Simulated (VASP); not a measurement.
# AlCo (rocksalt type) (Fm-3m) in VASP: further runs

Runs on AlCo (rocksalt type). Level: PBE. Tasks: relaxation of cell and atoms, single point.

Everything below comes from runs of VASP 6.6.1. Logs are shortened: lines on timing, memory, paths and dates and some standing lists are left out, and cuts for length are marked.

## (1) The cell of the first run

Symmetry: Fm-3m, No. 225, cubic system. The conventional cell has a = 4.828 Å, b = 4.828 Å, c = 4.828 Å, α = 90.00°, β = 90.00°, γ = 90.00°. Within 3.2 Å of Co (site symmetry m-3m) lie 6 Al at 2.41 Å. Within 3.2 Å of Al (site symmetry m-3m) lie 6 Co at 2.41 Å.

## (2) Relaxation of cell and atoms, PBE

Input file INCAR:

```
SYSTEM = AlCo
  PREC = Accurate
  ENCUT = 600
  EDIFF = 1E-6
  ISMEAR = -1
  SIGMA = 0.1
  LREAL = .FALSE.
  LASPH = .TRUE.
  NELM = 60
  ALGO = Normal
  ISIF = 3
  LWAVE = .FALSE.
  LCHARG = .FALSE.
  GGA = PE
  IBRION = 2
  NSW = 60
  EDIFFG = -0.005
```

Input file KPOINTS:

```
Automatic mesh
0
G
  14 14 14
  0 0 0
```

Input file POSCAR:

```
AlCo
1.0
    0.0000000000      2.4137972614      2.4137972614
    2.4137972614      0.0000000000      2.4137972614
    2.4137972614      2.4137972614      0.0000000000
Co Al
1 1
Direct
    0.0000000000      0.0000000000      0.0000000000
    0.5000000000      0.5000000000      0.5000000000
```

Potentials or basis: VASP PAW PBE potentials, release 64 (Co, Al).

Run with:

```bash
cat potpaw_PBE.64/Co/POTCAR potpaw_PBE.64/Al/POTCAR > POTCAR
mpirun -np 1 vasp_std > vasp.out
```

OUTCAR:

```text
SYSTEM = AlCo
   PREC = Accurate
   ENCUT = 600
   EDIFF = 1E-6
   ISMEAR = -1
   LREAL = .FALSE.
   LASPH = .TRUE.
   NELM = 60
   ISIF = 3
   GGA = PE
   IBRION = 2
   NSW = 60
   EDIFFG = -0.005

 ion  position               nearest neighbor table
   1  0.000  0.000  0.000-   2 2.41   2 2.41   2 2.41   2 2.41   2 2.41   2 2.41
   2  0.500  0.500  0.500-   1 2.41   1 2.41   1 2.41   1 2.41   1 2.41   1 2.41

  LATTYP: Found a face centered cubic cell.
 ALAT       =     4.8275945228

  Lattice vectors:

 A1 = (   0.0000000000,   2.4137972614,   2.4137972614)
 A2 = (   2.4137972614,   0.0000000000,   2.4137972614)
 A3 = (   2.4137972614,   2.4137972614,   0.0000000000)

Analysis of symmetry for initial positions (statically):
=====================================================================
 Subroutine PRICEL returns:
 Original cell was already a primitive cell.

 Routine SETGRP: Setting up the symmetry group for a
 face centered cubic supercell.

 Subroutine GETGRP returns: Found 48 space group operations
 (whereof 48 operations were pure point group operations)
 out of a pool of 48 trial point group operations.

The static configuration has the point symmetry O_h .

Analysis of symmetry for dynamics (positions and initial velocities):
=====================================================================
 Subroutine PRICEL returns:
 Original cell was already a primitive cell.

 Routine SETGRP: Setting up the symmetry group for a
 face centered cubic supercell.

 Subroutine GETGRP returns: Found 48 space group operations
 (whereof 48 operations were pure point group operations)
 out of a pool of 48 trial point group operations.

The dynamic configuration has the point symmetry O_h .

 Subroutine INISYM returns: Found 48 space group operations
 (whereof 48 operations are pure point group operations),
 and found     1 'primitive' translations

----------------------------------------------------------------------------------------

                                     Primitive cell

  volume of cell :      28.1276

  direct lattice vectors                    reciprocal lattice vectors
     0.000000000  2.413797261  2.413797261    -0.207142500  0.207142500  0.207142500
     2.413797261  0.000000000  2.413797261     0.207142500 -0.207142500  0.207142500
     2.413797261  2.413797261  0.000000000     0.207142500  0.207142500 -0.207142500

  length of vectors
     3.413624824  3.413624824  3.413624824     0.358781335  0.358781335  0.358781335

  position of ions in fractional coordinates (direct lattice)
     0.000000000  0.000000000  0.000000000
     0.500000000  0.500000000  0.500000000

  ion indices of the primitive-cell ions
   primitive index   ion index
                 1           1
                 2           2

----------------------------------------------------------------------------------------

 KPOINTS: Automatic mesh

Automatic generation of k-mesh.
 Grid dimensions read from file:
 generate k-points for:   14   14   14

 Generating k-lattice:

  Cartesian coordinates                     Fractional coordinates (reciprocal lattice)
    -0.014795893  0.014795893  0.014795893     0.071428571  0.000000000  0.000000000
     0.014795893 -0.014795893  0.014795893     0.000000000  0.071428571  0.000000000
     0.014795893  0.014795893 -0.014795893     0.000000000  0.000000000  0.071428571

  Length of vectors
     0.025627238  0.025627238  0.025627238

  Shift w.r.t. Gamma in fractional coordinates (k-lattice)
     0.000000000  0.000000000  0.000000000

 Subroutine IBZKPT returns following result:
 ===========================================

 Found    104 irreducible k-points:

 Following reciprocal coordinates:
            Coordinates               Weight
  0.000000  0.000000  0.000000      1.000000
  0.071429  0.000000  0.000000      8.000000
  0.142857  0.000000  0.000000      8.000000
  0.214286  0.000000  0.000000      8.000000
  0.285714  0.000000  0.000000      8.000000
  0.357143  0.000000  0.000000      8.000000
[... 16 lines left out ...]
  0.214286  0.142857  0.000000     24.000000
  0.285714  0.142857  0.000000     24.000000
 [... further k-points ...]
   k-points           NKPTS =    104   k-points in BZ     NKDIM =    104   number of bands    NBANDS=     10
   number of dos      NEDOS =    301   number of ions     NIONS =      2
   total plane-waves  NPLWV =  21952
   dimension x,y,z NGX =    28 NGY =   28 NGZ =   28
   dimension x,y,z NGXF=    56 NGYF=   56 NGZF=   56
   ions per type =               1   1
   NGX,Y,Z   is equivalent  to a cutoff of  13.64, 13.64, 13.64 a.u.
   NGXF,Y,Z  is equivalent  to a cutoff of  27.27, 27.27, 27.27 a.u.
 SYSTEM =  AlCo
   PREC   = accura    normal or accurate (medium, high low for compatibility)
   ISTART =      0    job   : 0-new  1-cont  2-samecut
   ICHARG =      2    charge: 1-file 2-atom 10-const
   ISPIN  =      1    spin polarized calculation?
   LNONCOLLINEAR =      F non collinear calculations
   LSORBIT =      F    spin-orbit coupling
   LASPH  =      T    aspherical Exc in radial PAW
   ENCUT  =  600.0 eV  44.10 Ry    6.64 a.u.   6.82  6.82  6.82*2*pi/ulx,y,z
   NELM   =     60;   NELMIN=  2; NELMDL= -5     # of ELM steps
   EDIFF  = 0.1E-05   stopping-criterion for ELM
   LREAL  =      F    real-space projection
   EDIFFG = -.5E-02   stopping-criterion for IOM
   NSW    =     60    number of steps for IOM
   IBRION =      2    ionic relax: 0-MD 1-quasi-New 2-CG
   NFREE  =      1    steps in history (QN), initial steepest desc. (CG)
   ISIF   =      3    stress and relaxation
   ISYM   =      2    0-nonsym 1-usesym 2-fastsym
   POTIM  = 0.5000    time-step for ionic-motion
   TEBEG  =    0.0;   TEEND  =   0.0 temperature during run
   PSTRESS=    0.0 pullay stress
   NELECT =      12.0000    total number of electrons
   NUPDOWN=      -1.0000    fix difference up-down
   EMIN   =  10.00;   EMAX   =-10.00  energy-range for DOS
   EFERMI =   0.00;   METHOD = LEGACY
   ISMEAR =    -1;   SIGMA  =   0.10  broadening in eV -4-tet -1-fermi 0-gaus
   EFERMI_NEDOS =   21; number of points for ismear=-14 and -15
   IALGO  =     38    algorithm
   IMIX   =      4    mixing-type and parameters
     AMIX     =   0.40;   BMIX     =  1.00
     AMIX_MAG =   1.60;   BMIX_MAG =  1.00
  volume/ion in A,a.u.               =      14.06        94.91
  Fermi-wavevector in a.u.,A,eV,Ry     =   1.232417  2.328931 20.665242  1.518852
  Thomas-Fermi vector in A             =   2.367188
   LORBIT       =      0    0 simple, 1 ext, 2 COOP (PROOUT), +10 PAW based schemes
   GGA     = PE    functional components
   LHFCALC =     F    Hartree Fock is set to
   AEXX    =    0.0000 exact exchange contribution
   IVDW    =     0    specifies the selected vdW correction
   LEPSILON=     F    determine dielectric tensor
   LRPA    =     F    only Hartree local field effects (RPA)
 conjugate gradient relaxation of ions
 non-spin polarized calculation
  energy-cutoff  :      600.00
  volume of cell :       28.13
 maximum number of plane-waves:       960
   NGX = 13   NGY = 13   NGZ = 13

--------------------------------------- Ionic step        1  -------------------------------------------

 number of electron      12.0000003 magnetization

 Free energy of the ion-electron system (eV)
  ---------------------------------------------------
  ext. energy  EPLUGINS =         0.00000000
  ---------------------------------------------------
  free energy    TOTEN  =       -10.35370238 eV

  energy without entropy =      -10.29061061  energy(sigma->0) =      -10.32215650

------------------------ aborting loop because EDIFF is reached ----------------------------------------

  FORCE on cell =-STRESS in cart. coord.  units (eV):
  Direction    XX          YY          ZZ          XY          YZ          ZX
  --------------------------------------------------------------------------------------
  -------------------------------------------------------------------------------------
  Total       -0.4547424     -0.4547424     -0.4547424      0.0000000      0.0000000      0.0000000
  in kB      -25.9026191    -25.9026191    -25.9026191      0.0000000      0.0000000      0.0000000
  external PRESSURE =     -25.9026191 kB  Pullay stress =       0.0000000 kB
[... 57 lines left out ...]
  energy  without entropy=      -10.2993464938  energy(sigma->0) =      -10.32856484

--------------------------------------- Ionic step        3  -------------------------------------------

 number of electron      12.0000004 magnetization

 Free energy of the ion-electron system (eV)
  ---------------------------------------------------
  ext. energy  EPLUGINS =         0.00000000
  ---------------------------------------------------
  free energy    TOTEN  =       -10.35889487 eV

  energy without entropy =      -10.29901764  energy(sigma->0) =      -10.32895625

 E-fermi :   8.2787     XC(G=0): -11.3700

 val. band max:        8.2710449423   @ k =  -0.3571   0.2857   0.1429
 cond. band min:       8.2815701400   @ k =  -0.2857   0.4286   0.2143
 fundamental gap:      0.0105251977
 Fermi energy:         8.2787282949

 k-point     1 :       0.0000    0.0000    0.0000
  band No.  band energies     occupation
      1      -1.4609      2.00000
      2       6.8695      2.00000
      3       6.8695      2.00000
      4       6.8695      2.00000
      5       7.0107      1.99999
      6       7.0107      1.99999
      7      15.5497      0.00000
      8      15.5497      0.00000
      9      15.5497      0.00000
     10      19.4484      0.00000
[... 287 lines left out ...]
 k-point    24 :       0.2857    0.1429    0.0000
  band No.  band energies     occupation
      1       0.0056      2.00000
      2       6.2407      2.00000
      3       6.4395      2.00000
      4       6.8397      2.00000
      5       7.2203      1.99995
      6       7.3797      1.99975
      7      11.3602      0.00000
      8      13.4273      0.00000
      9      15.7278      0.00000
     10      16.0027      0.00000

 [... further k-points ...]

------------------------ aborting loop because EDIFF is reached ----------------------------------------

  FORCE on cell =-STRESS in cart. coord.  units (eV):
  Direction    XX          YY          ZZ          XY          YZ          ZX
  --------------------------------------------------------------------------------------
  -------------------------------------------------------------------------------------
  Total       -0.0052527     -0.0052527     -0.0052527      0.0000000     -0.0000000      0.0000000
  in kB       -0.3060584     -0.3060584     -0.3060584      0.0000000     -0.0000000      0.0000000
  external PRESSURE =      -0.3060584 kB  Pullay stress =       0.0000000 kB
[... 17 lines left out ...]
  FREE ENERGIE OF THE ION-ELECTRON SYSTEM (eV)
  ---------------------------------------------------
  free  energy   TOTEN  =       -10.3588948671 eV

  energy  without entropy=      -10.2990176367  energy(sigma->0) =      -10.32895625

 reached required accuracy - stopping structural energy minimisation
```

It took 44 s on 1 thread of AMD EPYC 9R45 (Zen 5), shared host; peak memory 0.16 GiB.

Results:

```
Free energy                            : -10.3589 eV
Relaxed volume                         : 13.75 Å³/atom
Relaxed cell                           : a = 3.388 Å, b = 3.388 Å, c = 3.388 Å, α = 60.00°, β = 60.00°, γ = 60.00°
Space group after relaxing (to 0.05 Å) : Fm-3m (No. 225)
Energy gained by relaxing              : 2.6 meV/atom
Ionic steps                            : 3
Pressure after relaxing                : 0.0 GPa
Band gap on the k mesh                 : zero (band 6 reaches 8.45 eV, above the bottom of band 7 at 8.26 eV)
```

Step by step:
```csv
step,energy change (eV),largest force (eV/Å),pressure (GPa),volume (Å³)
1,0.0000,0.0000,-2.59,28.13
2,-0.0041,0.0000,1.34,27.21
3,-0.0052,0.0000,-0.03,27.50
```

Final structure:
```
Co Al
1.0
     0.00000    2.39563    2.39563
     2.39563    0.00000    2.39563
     2.39563    2.39563    0.00000
Co Al
1 1
Direct
  0.00000 0.00000 0.00000
  0.50000 0.50000 0.50000
```

Levels at points of the mesh, in eV from the Fermi level:
```csv
k point,band 2,band 3,band 4,band 5,band 6,band 7,band 8,band 9,band 10
"(0.00, 0.00, 0.00)",-1.41,-1.41,-1.41,-1.27,-1.27,7.27,7.27,7.27,11.17
"(0.50, 0.00, 0.00)",-5.14,-1.91,-1.91,-0.54,-0.54,0.16,7.22,7.22,8.71
"(0.50, 0.50, 0.00)",-3.32,-2.43,-0.88,-0.34,-0.34,0.67,2.07,2.07,6.62
```

## (3) Single point, PBE (volume scaled by 0.93, to set the pressure)

Input file INCAR:

```
ALGO = Normal
EDIFF = 1E-7
ENCUT = 520
GGA = PE
ISIF = 2
ISMEAR = -1
LASPH = T
LCHARG = T
LELF = T
LREAL = F
LVHAR = T
LWAVE = F
NBANDS = 13
NELM = 100
PREC = Accurate
SIGMA = 0.1
```

Input file KPOINTS:

```
k-points
0
Gamma
  14 14 14
```

Input file POSCAR:

```
AlCo
1.0
    0.0000000000      2.3387182421      2.3387182421
    2.3387182421      0.0000000000      2.3387182421
    2.3387182421      2.3387182421      0.0000000000
Co Al
1 1
Direct
    0.0000000000      0.0000000000      0.0000000000
    0.5000000000      0.5000000000      0.5000000000
```

Potentials or basis: VASP PAW PBE potentials, release 64 (Co, Al).

Run with:

```bash
cat potpaw_PBE.64/Co/POTCAR potpaw_PBE.64/Al/POTCAR > POTCAR
mpirun -np 1 vasp_std > vasp.out
```

Run time: 57 s. Hardware: 1 thread of Intel Xeon Platinum 8259CL at 2.50GHz (Skylake/Cascade Lake), shared host; peak memory 0.18 GiB.

It converged, with:

| Property | Result |
| --- | --- |
| Free energy | -10.3020 eV |
| Pressure | 10.0 GPa |
| Band gap on the k mesh | zero (band 6 reaches 9.38 eV, above the bottom of band 7 at 9.15 eV) |

Levels at points of the mesh, in eV from the Fermi level:
```
           k point  band 4  band 5  band 6  band 7  band 8  band 9
(0.00, 0.00, 0.00)   -1.60   -1.43   -1.43    7.77    7.77    7.77
(0.50, 0.00, 0.00)   -2.11   -0.61   -0.61    0.19    7.45    7.45
(0.50, 0.50, 0.00)   -0.99   -0.40   -0.40    0.76    2.17    2.17
```

Caveat: the cell differs from its parent crystal (volume scaled by 0.93, to set the pressure). Spin polarisation is off, so any magnetic state and its effect on volume and gap are missing.

## (4) Single point, PBE

This run uses another cell than the first one, of 12.80 Å³/atom, 0.910 times its volume.

Input file INCAR:

```
ALGO     = Normal         # electronic algorithm
EDIFF    = 1E-6           # SCF threshold, eV
ENCUT    = 520            # plane-wave cutoff, eV
GGA      = PE             # functional
ISIF     = 2              # what is computed and relaxed
ISMEAR   = -1             # smearing method
LASPH    = T              # aspherical terms in the spheres
LCHARG   = F              # write CHGCAR
LREAL    = F              # projectors in reciprocal space
LWAVE    = F              # write WAVECAR
NBANDS   = 13             # bands
NELM     = 100            # most SCF steps
PREC     = Accurate       # precision mode
SIGMA    = 0.1            # smearing width, eV
```

KPOINTS is that of step 3.

Input file POSCAR:

```
AlCo
1.0
    0.0000000000      2.3390846384      2.3390846384
    2.3390846384      0.0000000000      2.3390846384
    2.3390846384      2.3390846384      0.0000000000
Co Al
1 1
Direct
    0.0000000000      0.0000000000      0.0000000000
    0.5000000000      0.5000000000      0.5000000000
```

Run with:

```bash
cat potpaw_PBE.64/Co/POTCAR potpaw_PBE.64/Al/POTCAR > POTCAR
mpirun -np 1 vasp_std > vasp.out
```

It took 54 s on 1 thread of Intel Xeon Platinum 8259CL at 2.50GHz (Skylake/Cascade Lake), shared host; peak memory 0.18 GiB.

It converged, with:

```
Free energy            : -10.3027 eV
Pressure               : 9.9 GPa
Band gap on the k mesh : zero (band 6 reaches 9.37 eV, above the bottom of band 7 at 9.14 eV)
```

Levels at points of the mesh, in eV from the Fermi level:
```
           k point  band 4  band 5  band 6  band 7  band 8  band 9
(0.00, 0.00, 0.00)   -1.60   -1.43   -1.43    7.77    7.77    7.77
(0.50, 0.00, 0.00)   -2.11   -0.61   -0.61    0.19    7.45    7.45
(0.50, 0.50, 0.00)   -0.99   -0.40   -0.40    0.76    2.17    2.17
```

## (5) Single point, PBE

This run uses another cell than the first one, of 12.80 Å³/atom, 0.910 times its volume.

Input file INCAR:

```
  PREC = Accurate
  ENCUT = 520
  EDIFF = 1E-7
  ISMEAR = -1
  SIGMA = 0.1
  LREAL = F
  LASPH = T
  NELM = 60
  ALGO = Normal
  ISIF = 2
  LWAVE = F
  LCHARG = F
  GGA = PE
  NBANDS = 13
```

Input file KPOINTS:

```
Automatic mesh
0
Gamma
  14 14 14
```

Input file POSCAR:

```
AlCo
1.0
    0.0000000000      2.3389286380      2.3389286380
    2.3389286380      0.0000000000      2.3389286380
    2.3389286380      2.3389286380      0.0000000000
Co Al
1 1
Direct
    0.0000000000      0.0000000000      0.0000000000
    0.5000000000      0.5000000000      0.5000000000
```

Run with:

```bash
cat potpaw_PBE.64/Co/POTCAR potpaw_PBE.64/Al/POTCAR > POTCAR
mpirun -np 1 vasp_std > vasp.out
```

It took 57 s on 1 thread of Intel Xeon Platinum 8259CL at 2.50GHz (Skylake/Cascade Lake), shared host; peak memory 0.18 GiB.

Results (log left out):

```yaml
Free_energy: -10.3024 eV
Pressure: 10.0 GPa
Band_gap_on_the_k_mesh: zero (band 6 reaches 9.38 eV, above the bottom of band 7 at 9.14 eV)
```

Levels at points of the mesh, in eV from the Fermi level:
```csv
k point,band 4,band 5,band 6,band 7,band 8,band 9
"(0.00, 0.00, 0.00)",-1.60,-1.43,-1.43,7.77,7.77,7.77
"(0.50, 0.00, 0.00)",-2.11,-0.61,-0.61,0.19,7.45,7.45
"(0.50, 0.50, 0.00)",-0.99,-0.40,-0.40,0.76,2.17,2.17
```

## (6) Single point, PBE

This run uses another cell than the first one, of 13.75 Å³/atom, 0.978 times its volume.

Input file INCAR:

```
SYSTEM = AlCo
PREC = Accurate ; ENCUT = 520
EDIFF = 1E-7 ; ISMEAR = -1
SIGMA = 0.1 ; LREAL = .False.
LASPH = .True. ; NELM = 60
ALGO = Normal ; ISIF = 2
LWAVE = .False. ; LCHARG = .False.
GGA = PE ; NBANDS = 13
```

Input file KPOINTS:

```
Automatic mesh
0
Gamma
  14 14 14
  0 0 0
```

Input file POSCAR:

```
AlCo
1.0
    0.0000000000      2.3959821983      2.3959821983
    2.3959821983      0.0000000000      2.3959821983
    2.3959821983      2.3959821983      0.0000000000
Co Al
1 1
Direct
    0.0000000000      0.0000000000      0.0000000000
    0.5000000000      0.5000000000      0.5000000000
```

Potentials or basis: VASP PAW PBE potentials, release 64 (Co, Al).

Run with:

```bash
cat potpaw_PBE.64/Co/POTCAR potpaw_PBE.64/Al/POTCAR > POTCAR
mpirun -np 1 vasp_std > vasp.out
```

Wall time 55 s (1 thread of Intel Xeon Platinum 8259CL at 2.50GHz (Skylake/Cascade Lake), shared host); peak memory 0.18 GiB.

Results (log left out):

- Free energy: -10.3588 eV
- Pressure: -0.1 GPa
- Band gap on the k mesh: zero (band 6 reaches 8.44 eV, above the bottom of band 7 at 8.26 eV)

Levels at points of the mesh, in eV from the Fermi level:
```tsv
k point	band 3	band 4	band 5	band 6	band 7	band 8	band 9	band 10
(0.00, 0.00, 0.00)	-1.41	-1.41	-1.27	-1.27	7.27	7.27	7.27	11.17
(0.50, 0.00, 0.00)	-1.91	-1.91	-0.54	-0.54	0.16	7.21	7.21	8.70
(0.50, 0.50, 0.00)	-2.42	-0.88	-0.34	-0.34	0.67	2.07	2.07	6.62
```

## (7) The runs side by side

```csv
task,cell,cutoff (eV),gap on the mesh (eV),pressure (GPa)
relaxation of cell and atoms,"relaxed from a = 3.414 Å, angles 60.0°, 2 atoms",600,none,0.0
single point,"a = 3.307 Å, angles 60.0°, 2 atoms",520,none,10.0
single point,"a = 3.308 Å, angles 60.0°, 2 atoms",520,none,10.0
single point,"a = 3.388 Å, angles 60.0°, 2 atoms",520,none,-0.1
```

Alike in all rows: level PBE; potentials or basis VASP PAW PBE potentials, release 64 (Co, Al); no spin polarisation; k mesh 14 × 14 × 14; smearing fermi-dirac 0.1 eV.

Absolute energies hang on the potentials; compare differences alone.
